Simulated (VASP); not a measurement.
A run of VASP 6.6.1 is set up as follows.

File POSCAR:

```
Si7Ge
1.0
    5.7413668519      0.0000000000      0.0000000000
    0.0000000000      5.7413668519      0.0000000000
    0.0000000000      0.0000000000      5.4679684304
Si Ge
7 1
Direct
    0.2524307582      0.2524307582      0.2524307582
    0.0000000000      0.5000000000      0.5000000000
    0.5000000000      0.5000000000      0.0000000000
    0.5000000000      0.0000000000      0.5000000000
    0.7475692418      0.2524307582      0.7475692418
    0.7475692418      0.7475692418      0.2524307582
    0.2524307582      0.7475692418      0.7475692418
    0.0000000000      0.0000000000      0.0000000000
```

INCAR.step1

```
ALGO = Normal
EDIFF = 1E-4
ENCUT = 520
GGA = PE
ISMEAR = 0
LASPH = True
LCHARG = False
LREAL = False
LWAVE = True
NBANDS = 31
NELM = 100
PREC = Accurate
SIGMA = 0.05
```

The input INCAR.step2:

```
ALGO = Normal
EDIFF = 1E-7
ENCUT = 520
ISIF = 2
ISMEAR = 0
ISTART = 1
LASPH = True
LCHARG = True
LELF = True
LMIXTAU = True
LREAL = False
LVHAR = True
LWAVE = False
METAGGA = R2SCAN
NBANDS = 31
NELM = 100
PREC = Accurate
SIGMA = 0.05
```

KPOINTS

```
k-points
0
Gamma
  6 6 6
```

Potentials or basis: VASP PAW PBE potentials, release 64 (Si, Ge_d).

Run with:

```bash
$ cat potpaw_PBE.64/Si/POTCAR potpaw_PBE.64/Ge_d/POTCAR > POTCAR
$ cp INCAR.step1 INCAR
$ mpirun -np 1 vasp_std > vasp.out
$ cp INCAR.step2 INCAR
$ mpirun -np 1 vasp_std > vasp.out
```

Question: Predict the pressure.

Answer: -7.6 GPa.

Question: Estimate the band gap on the k mesh.

Answer: 0.40 eV (least direct gap 0.47 eV).

Forces on the atoms (eV/Å):
```
Si   0.014  0.014  0.022
Si   0.000  0.000  0.000
Si   0.000  0.000  0.000
Si   0.000  0.000  0.000
Si  -0.014  0.014 -0.022
Si  -0.014 -0.014  0.022
Si   0.014 -0.014 -0.022
Ge   0.000  0.000  0.000
```

Caveat: the cell differs from its parent crystal (strain +0.050 along x and y, +0.000 along z); the cell stands under tension; the PAW data sets were made with another functional, which shifts forces and pressure a little. A k mesh can miss the band edges.
